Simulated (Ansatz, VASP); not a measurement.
## One calculation of CdS, two programs

File POSCAR:

```
CdS
1.0
    0.0000000000      2.7267765455      2.7267765455
    2.7267765455      0.0000000000      2.7267765455
    2.7267765455      2.7267765455      0.0000000000
Cd S
1 1
Direct
    0.0000000000      0.0000000000      0.0000000000
    0.5000000000      0.5000000000      0.5000000000
```

File INCAR.step1:

```
PREC     = Accurate       # precision mode
ENCUT    = 520            # plane-wave cutoff, eV
EDIFF    = 1E-5           # SCF threshold, eV
ISMEAR   = 0              # smearing method
SIGMA    = 0.01           # smearing width, eV
LREAL    = False          # projectors in reciprocal space
LASPH    = True           # aspherical terms in the spheres
NELM     = 80             # most SCF steps
ALGO     = Normal         # electronic algorithm
ISIF     = 2              # what is computed and relaxed
LWAVE    = True           # write WAVECAR
LCHARG   = False          # write CHGCAR
GGA      = PE             # functional
NBANDS   = 16             # bands
```

The input INCAR.step2:

```
PREC     = Accurate       # precision mode
ENCUT    = 520            # plane-wave cutoff, eV
EDIFF    = 1E-6           # SCF threshold, eV
ISMEAR   = 0              # smearing method
SIGMA    = 0.01           # smearing width, eV
LREAL    = False          # projectors in reciprocal space
LASPH    = True           # aspherical terms in the spheres
NELM     = 80             # most SCF steps
ALGO     = Normal         # electronic algorithm
ISIF     = 2              # what is computed and relaxed
LWAVE    = False          # write WAVECAR
LCHARG   = False          # write CHGCAR
GGA      = PE             # functional
LHFCALC  = True           # exact exchange
HFSCREEN = 0.2079         # screening, 1/A
PRECFOCK = Normal       
ISTART   = 1            
NBANDS   = 16             # bands
```

Contents of KPOINTS:

```
regular mesh
0
Gamma
  6 6 6
```

Input for Ansatz:

```yaml
crystal:
  lattice:
    - [0.0, 2.7267765455, 2.7267765455]
    - [2.7267765455, 0.0, 2.7267765455]
    - [2.7267765455, 2.7267765455, 0.0]
  atoms:
    - { symbol: Cd, position: [0.0, 0.0, 0.0] }
    - { symbol: S, position: [0.5, 0.5, 0.5] }
kpoints:
  mp_grid: { grid: [6, 6, 6] }
  band_path:
    path:
      - [0.0, 0.0, 0.0]
      - [0.5, 0.0, 0.5]
      - [0.625, 0.25, 0.625]
      - [0.375, 0.375, 0.75]
      - [0.5, 0.5, 0.5]
      - [0.5, 0.25, 0.75]
    npoints: 1
hamiltonian:
  xc: hse06
scf:
  occupations: { method: fixed }
  n_extra_bands: 4
output:
  forces: true
  stress: true
  eigenvalues: true
```

Alike in both runs: task single point; functional HSE06; k mesh 6 × 6 × 6; no spin polarisation.

|  | VASP | Ansatz |
| --- | --- | --- |
| version | VASP 6.6.1 | Ansatz 0.2.0 |
| potentials or method | VASP PAW PBE potentials, release 64 (Cd, S) | plane waves, PAW |
| plane-wave cutoff (eV) | 520 | 420 |
| occupations | gaussian, width 0.01 eV | fixed |
| valence electrons in the cell | 18 | 26 |

Ansatz gave:

| Quantity | Value |
| --- | --- |
| gap on the k mesh at the Fermi level (eV) | 1.24 |
| pressure (GPa) | 0.0 |

**Question.** What did VASP give for the same quantities?

**Answer.** gap on the k mesh at the Fermi level (eV): 1.23; pressure (GPa): 0.4.

VASP's potentials hold 18 valence electrons a cell and Ansatz's 26, so a difference there can come from the potentials and not from the codes. Ansatz's warnings: stress exchange threshold loose, stress scf threshold loose.
